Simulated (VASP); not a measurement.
# As (Cmce) in VASP: a series of runs, part 2 of 2

VASP 6.6.1.

## 4. Single point, revPBE

This run uses another cell than the first one, of 36.39 Å³/atom, 1.087 times its volume.

INCAR

```
ALGO = Normal
EDIFF = 1E-7
ENCUT = 520
GGA = RE
ISIF = 2
ISMEAR = -1
LASPH = True
LCHARG = True
LELF = True
LREAL = False
LVHAR = True
LWAVE = False
NBANDS = 18
NELM = 60
PREC = Accurate
SIGMA = 0.1
```

KPOINTS

```
k-points
0
Gamma
  12 12 9
```

POSCAR

```
As
1.0
    1.8427832222     -7.9992933094      0.0000000000
    1.8427832222      7.9992933094      0.0000000000
    0.0000000000      0.0000000000      4.9367235685
As
4
Direct
    0.0746071071      0.9253928929      0.9226424984
    0.5746071071      0.4253928929      0.5773575016
    0.9253928929      0.0746071071      0.0773575016
    0.4253928929      0.5746071071      0.4226424984
```

Potentials or basis: VASP PAW PBE potentials, release 64 (As).

On the command line:

```sh
$ cat potpaw_PBE.64/As/POTCAR > POTCAR
$ mpirun -np 1 vasp_std > vasp.out
```

OUTCAR:

```text
EDIFF = 1E-7
   ENCUT = 520
   GGA = RE
   ISIF = 2
   ISMEAR = -1
   LASPH = True
   LREAL = False
   NELM = 60
   PREC = Accurate

 ion  position               nearest neighbor table
   1  0.075  0.925  0.923-   3 2.51   2 2.51   2 2.51
   2  0.575  0.425  0.577-   4 2.51   1 2.51   1 2.51
   3  0.925  0.075  0.077-   1 2.51   4 2.51   4 2.51
   4  0.425  0.575  0.423-   2 2.51   3 2.51   3 2.51

  LATTYP: Found a base centered orthorhombic cell.
 ALAT       =     3.6855664444
 B/A-ratio  =     4.3408759169
 C/A-ratio  =     1.3394748522

  Lattice vectors:

 A1 = (   1.8427832222,  -7.9992933094,   0.0000000000)
 A2 = (   1.8427832222,   7.9992933094,   0.0000000000)
 A3 = (   0.0000000000,   0.0000000000,   4.9367235685)

Analysis of symmetry for initial positions (statically):
=====================================================================
 Subroutine PRICEL returns:
 Original cell was already a primitive cell.

 Routine SETGRP: Setting up the symmetry group for a
 base centered orthorhombic supercell.

 Subroutine GETGRP returns: Found  8 space group operations
 (whereof  4 operations were pure point group operations)
 out of a pool of  8 trial point group operations.

The static configuration has the point symmetry C_2h.
 The point group associated with its full space group is D_2h.

Analysis of symmetry for dynamics (positions and initial velocities):
=====================================================================
 Subroutine PRICEL returns:
 Original cell was already a primitive cell.

 Routine SETGRP: Setting up the symmetry group for a
 base centered orthorhombic supercell.

 Subroutine GETGRP returns: Found  8 space group operations
 (whereof  4 operations were pure point group operations)
 out of a pool of  8 trial point group operations.

The dynamic configuration has the point symmetry C_2h.
 The point group associated with its full space group is D_2h.

 Subroutine INISYM returns: Found  8 space group operations
 (whereof  4 operations are pure point group operations),
 and found     1 'primitive' translations

----------------------------------------------------------------------------------------

                                     Primitive cell

  volume of cell :     145.5441

  direct lattice vectors                    reciprocal lattice vectors
     1.842783222 -7.999293309  0.000000000     0.271328713 -0.062505522  0.000000000
     1.842783222  7.999293309  0.000000000     0.271328713  0.062505522  0.000000000
     0.000000000  0.000000000  4.936723568     0.000000000  0.000000000  0.202563499

  length of vectors
     8.208808894  8.208808894  4.936723568     0.278435290  0.278435290  0.202563499

  position of ions in fractional coordinates (direct lattice)
     0.074607107  0.925392893  0.922642498
     0.574607107  0.425392893  0.577357502
     0.925392893  0.074607107  0.077357502
     0.425392893  0.574607107  0.422642498

  ion indices of the primitive-cell ions
   primitive index   ion index
                 1           1
                 2           2
                 3           3
[... 22 lines left out ...]

 Subroutine IBZKPT returns following result:
 ===========================================

 Found    215 irreducible k-points:

 Following reciprocal coordinates:
            Coordinates               Weight
  0.000000  0.000000  0.000000      1.000000
  0.083333 -0.000000  0.000000      4.000000
  0.166667 -0.000000  0.000000      4.000000
  0.250000 -0.000000  0.000000      4.000000
  0.333333 -0.000000  0.000000      4.000000
  0.416667 -0.000000  0.000000      4.000000
[... 16 lines left out ...]
  0.500000  0.166667  0.000000      4.000000
 -0.416667  0.166667  0.000000      4.000000
 [... further k-points ...]
   k-points           NKPTS =    215   k-points in BZ     NKDIM =    215   number of bands    NBANDS=     18
   number of dos      NEDOS =    301   number of ions     NIONS =      4
   total plane-waves  NPLWV = 163840
   dimension x,y,z NGX =    64 NGY =   64 NGZ =   40
   dimension x,y,z NGXF=   128 NGYF=  128 NGZF=   80
   ions per type =               4
   NGX,Y,Z   is equivalent  to a cutoff of  12.96, 12.96, 13.47 a.u.
   NGXF,Y,Z  is equivalent  to a cutoff of  25.92, 25.92, 26.94 a.u.
 SYSTEM =  unknown system
   PREC   = accura    normal or accurate (medium, high low for compatibility)
   ISTART =      0    job   : 0-new  1-cont  2-samecut
   ICHARG =      2    charge: 1-file 2-atom 10-const
   ISPIN  =      1    spin polarized calculation?
   LNONCOLLINEAR =      F non collinear calculations
   LSORBIT =      F    spin-orbit coupling
   LASPH  =      T    aspherical Exc in radial PAW
   ENCUT  =  520.0 eV  38.22 Ry    6.18 a.u.  15.26 15.26  9.18*2*pi/ulx,y,z
   NELM   =     60;   NELMIN=  2; NELMDL= -5     # of ELM steps
   EDIFF  = 0.1E-06   stopping-criterion for ELM
   LREAL  =      F    real-space projection
   EDIFFG = 0.1E-05   stopping-criterion for IOM
   NSW    =      0    number of steps for IOM
   IBRION =     -1    ionic relax: 0-MD 1-quasi-New 2-CG
   NFREE  =      0    steps in history (QN), initial steepest desc. (CG)
   ISIF   =      2    stress and relaxation
   ISYM   =      2    0-nonsym 1-usesym 2-fastsym
   POTIM  = 0.5000    time-step for ionic-motion
   TEBEG  =    0.0;   TEEND  =   0.0 temperature during run
   PSTRESS=    0.0 pullay stress
   NELECT =      20.0000    total number of electrons
   NUPDOWN=      -1.0000    fix difference up-down
   EMIN   =  10.00;   EMAX   =-10.00  energy-range for DOS
   EFERMI =   0.00;   METHOD = LEGACY
   ISMEAR =    -1;   SIGMA  =   0.10  broadening in eV -4-tet -1-fermi 0-gaus
   EFERMI_NEDOS =   21; number of points for ismear=-14 and -15
   IALGO  =     38    algorithm
   IMIX   =      4    mixing-type and parameters
     AMIX     =   0.40;   BMIX     =  1.00
     AMIX_MAG =   1.60;   BMIX_MAG =  1.00
  volume/ion in A,a.u.               =      36.39       245.55
  Fermi-wavevector in a.u.,A,eV,Ry     =   0.844799  1.596438  9.710273  0.713685
  Thomas-Fermi vector in A             =   1.959885
   LORBIT       =      0    0 simple, 1 ext, 2 COOP (PROOUT), +10 PAW based schemes
   GGA     = RE    functional components
   LHFCALC =     F    Hartree Fock is set to
   AEXX    =    0.0000 exact exchange contribution
   IVDW    =     0    specifies the selected vdW correction
   LEPSILON=     F    determine dielectric tensor
   LRPA    =     F    only Hartree local field effects (RPA)
 non-spin polarized calculation
  energy-cutoff  :      520.00
  volume of cell :      145.54
 maximum number of plane-waves:      3948
 NGX is ok and might be reduce to    64
   NGX = 31   NGY = 31   NGZ = 19

 number of electron      19.9999999 magnetization

 Free energy of the ion-electron system (eV)
  ---------------------------------------------------
  ext. energy  EPLUGINS =         0.00000000
  ---------------------------------------------------
  free energy    TOTEN  =       -17.49087345 eV

  energy without entropy =      -17.49016535  energy(sigma->0) =      -17.49051940

 E-fermi :   1.4059     XC(G=0):  -6.9506

 val. band max:        0.9153310698   @ k =   0.5000   0.5000   0.0000
 cond. band min:       1.7814463626   @ k =   0.5000   0.5000   0.0000
 fundamental gap:      0.8661152928
 Fermi energy:         1.4059458746

 k-point     1 :       0.0000    0.0000    0.0000
  band No.  band energies     occupation
      1     -12.7356      2.00000
      2     -10.7515      2.00000
      3      -8.2593      2.00000
      4      -5.2218      2.00000
      5      -3.4670      2.00000
      6      -2.4613      2.00000
[... 481 lines left out ...]
      5      -2.9748      2.00000
      6      -2.8229      2.00000
[... 10 lines left out ...]
     17       6.5008      0.00000
     18       7.5762      0.00000

 [... further k-points ...]

------------------------ aborting loop because EDIFF is reached ----------------------------------------

  FORCE on cell =-STRESS in cart. coord.  units (eV):
  Direction    XX          YY          ZZ          XY          YZ          ZX
  --------------------------------------------------------------------------------------
  -------------------------------------------------------------------------------------
  Total        0.0862924      0.1886440      0.1552943      0.0000000      0.0000000      0.0000000
  in kB        0.9499227      2.0766287      1.7095090      0.0000000      0.0000000      0.0000000
  external PRESSURE =       1.5786868 kB  Pullay stress =       0.0000000 kB

 VOLUME and BASIS-vectors are now :
 -----------------------------------------------------------------------------
  energy-cutoff  :      520.00
  volume of cell :      145.54
      direct lattice vectors                 reciprocal lattice vectors
     1.842783222 -7.999293309  0.000000000     0.271328713 -0.062505522  0.000000000
     1.842783222  7.999293309  0.000000000     0.271328713  0.062505522  0.000000000
     0.000000000  0.000000000  4.936723568     0.000000000  0.000000000  0.202563499

 POSITION                                       TOTAL-FORCE (eV/Angst)
 -----------------------------------------------------------------------------------
      1.84278      6.80569      4.55483         0.000000     -0.034169      0.032271
      1.84278     -1.19361      2.85025         0.000000     -0.034169     -0.032271
      1.84278     -6.80569      0.38189         0.000000      0.034169     -0.032271
      1.84278      1.19361      2.08647         0.000000      0.034169      0.032271
 -----------------------------------------------------------------------------------
    total drift:                               -0.000000     -0.000000      0.000000

  FREE ENERGIE OF THE ION-ELECTRON SYSTEM (eV)
  ---------------------------------------------------
  free  energy   TOTEN  =       -17.4908734526 eV

  energy  without entropy=      -17.4901653487  energy(sigma->0) =      -17.49051940
```

OSZICAR:

```text
N       E                     dE             d eps       ncg     rms          rms(c)
DAV:   1     0.792541743171E+02    0.79254E+02   -0.71666E+03  7740   0.866E+02
DAV:   2    -0.109331225069E+02   -0.90187E+02   -0.86583E+02 10446   0.138E+02
DAV:   3    -0.174732625810E+02   -0.65401E+01   -0.65002E+01  9998   0.400E+01
DAV:   4    -0.175648976609E+02   -0.91635E-01   -0.91565E-01  9728   0.540E+00
DAV:   5    -0.175662078244E+02   -0.13102E-02   -0.13101E-02  9684   0.638E-01    0.464E+00
DAV:   6    -0.175194790870E+02    0.46729E-01   -0.25559E-02  9094   0.868E-01    0.280E+00
DAV:   7    -0.174890454147E+02    0.30434E-01   -0.65019E-02  8866   0.135E+00    0.186E-01
DAV:   8    -0.174905217913E+02   -0.14764E-02   -0.53443E-03  8526   0.380E-01    0.853E-02
DAV:   9    -0.174908811141E+02   -0.35932E-03   -0.16636E-03  8044   0.269E-01    0.296E-02
DAV:  10    -0.174908794951E+02    0.16190E-05   -0.93912E-05  9500   0.789E-02    0.129E-02
DAV:  11    -0.174908696535E+02    0.98416E-05   -0.73092E-05  7998   0.709E-02    0.581E-03
DAV:  12    -0.174908733320E+02   -0.36784E-05   -0.29552E-06  9856   0.118E-02    0.209E-03
DAV:  13    -0.174908734094E+02   -0.77431E-07   -0.12745E-06  8050   0.102E-02    0.663E-04
DAV:  14    -0.174908734526E+02   -0.43253E-07   -0.76847E-08  7564   0.179E-03
   1 F= -.17490873E+02 E0= -.17490519E+02  d E =-.708104E-03
```

Wall time 6.2 min (1 thread of Intel Xeon Platinum 8481C at 2.70GHz (Sapphire Rapids), shared host); peak memory 0.7 GiB.

What came out:

```yaml
Free_energy: -17.4909 eV
Pressure: 0.2 GPa
Largest_force: 0.047 eV/Å
Band_gap_on_the_k_mesh: 0.87 eV, direct
```

Forces in eV/Å, atoms in the order of the input:
```
As   0.000 -0.034  0.032
As   0.000 -0.034 -0.032
As   0.000  0.034 -0.032
As   0.000  0.034  0.032
```

Stress tensor (GPa, compression positive):
```
0.09 0.00 0.00
0.00 0.21 0.00
0.00 0.00 0.17
```

Levels at points of the mesh, in eV from the valence-band top:
| k point | band 8 | band 9 | band 10 | band 11 | band 12 | band 13 |
| --- | --- | --- | --- | --- | --- | --- |
| (0.00, 0.00, 0.00) | -1.29 | -0.97 | -0.05 | 1.26 | 2.20 | 2.49 |
| (0.50, 0.00, 0.00) | -2.21 | -1.61 | -1.61 | 1.34 | 1.34 | 2.15 |
| (0.50, 0.50, 0.00) | -1.19 | -0.96 | 0.00 | 0.87 | 2.20 | 2.49 |

Caveat: the PAW data sets were made with another functional, which shifts forces and pressure a little.

## 5. Overview

| cell | gap on the mesh (eV) | pressure (GPa) | largest force (eV/Å) |
| --- | --- | --- | --- |
| a = 7.984, b = 7.984, c = 4.801 Å, angles 90.0, 90.0, 154.1°, 4 atoms | 0.73 | 3.9 | 0.79 |
| a = 8.098, b = 8.098, c = 4.870 Å, angles 90.0, 90.0, 154.1°, 4 atoms | 0.80 | 1.8 | 0.39 |
| a = 8.209, b = 8.209, c = 4.937 Å, angles 90.0, 90.0, 154.1°, 4 atoms | 0.87 | 0.2 | 0.05 |

Alike in all rows: task single point; level revPBE; potentials or basis VASP PAW PBE potentials, release 64 (As); no spin polarisation; k mesh 12 × 12 × 9; cutoff (eV) 520; smearing fermi-dirac 0.1 eV.

Caveats: the PAW data sets were made with another functional, which shifts forces and pressure a little.

Absolute energies hang on the potentials; compare differences alone.
